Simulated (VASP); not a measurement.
A run of VASP 6.6.1:

Contents of INCAR:

```
ALGO     = Normal         # electronic algorithm
EDIFF    = 1E-6           # SCF threshold, eV
EDIFFG   = -0.005         # ionic threshold
ENCUT    = 600            # plane-wave cutoff, eV
IBRION   = 2              # ionic algorithm
ISIF     = 3              # what is computed and relaxed
ISMEAR   = 0              # smearing method
LASPH    = True           # aspherical terms in the spheres
LCHARG   = False          # write CHGCAR
LREAL    = False          # projectors in reciprocal space
LWAVE    = False          # write WAVECAR
NELM     = 80             # most SCF steps
NSW      = 100            # ionic steps
PREC     = Accurate       # precision mode
SIGMA    = 0.02           # smearing width, eV
```

The input KPOINTS:

```
k-points
0
Gamma
  6 6 8
```

Contents of POSCAR:

```
SnO2
1.0
    4.7197092370      0.0000000000      0.0000000000
    0.0000000000      4.7297114887      0.0000000000
    0.0000000000      0.0000000000      3.1872407837
Sn O
2 4
Direct
    0.5000000000      0.5000000000      0.5000000000
    0.0000000000      0.0000000000      0.0000000000
    0.3042439545      0.3078762612      0.0000000000
    0.8042439545      0.1921237388      0.5000000000
    0.1957560455      0.8078762612      0.5000000000
    0.6957560455      0.6921237388      0.0000000000
```

Potentials or basis: VASP PAW LDA potentials, release 64 (Sn_d, O).

Command:

```bash
$ cat potpaw_LDA.64/Sn_d/POTCAR potpaw_LDA.64/O/POTCAR > POTCAR
$ mpirun -np 1 vasp_std > vasp.out
```

Hardware: 1 thread of Intel(R) Xeon(R) 6975P-C (Granite Rapids), on a shared host.

Question: How long does it take, and how much memory?

Answer: It took 11 min on 1 thread of Intel(R) Xeon(R) 6975P-C (Granite Rapids), with other jobs on the host, peak memory 0.29 GiB. Counts: scf iterations 122, k points 80, ion steps 29.
